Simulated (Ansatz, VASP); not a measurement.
## Two plane-wave programs on Cr

```
Cr
1.0
     3.95189    0.00000    0.00000
    -1.97594    3.42243    0.00000
     0.00000    0.00000    2.38647
Cr
3
Cartesian
  1.9759 3.4224 0.0000
  0.0000 2.2816 1.1932
  1.9759 1.1408 1.1932
```

Alike in both runs: task single point; functional r2SCAN; k mesh 10 × 10 × 14; occupations fermi-dirac, width 0.05 eV; collinear spin.

|  | VASP | Ansatz |
| --- | --- | --- |
| version | VASP 6.6.1 | Ansatz 0.2.0 |
| potentials or method | VASP PAW PBE potentials, release 64 (Cr_pv), cutoff 520 eV | plane waves (500 eV) with PAW, scalar-relativistic |
| valence electrons in the cell | 36 | 42 |

|  | VASP | Ansatz | Ansatz less VASP |
| --- | --- | --- | --- |
| pressure (GPa) | 25.5 | 24.3 | -1.20 |
| traceless stress, the component that is largest in VASP (GPa) | -23.80 | -23.49 | +0.312 |
| net moment per atom (μB) | 0.56 | 0.56 | +0.002 |
| size of the moment on the site where the two differ most (μB) | 0.55 | 0.49 | -0.061 |

VASP's potentials were made for PBE, not for r2SCAN. Site moments also hang on the region over which each program counts them. VASP's potentials hold 36 valence electrons a cell and Ansatz's 42, so a difference there can come from the potentials and not from the codes. Ansatz's warnings: stability check not made.
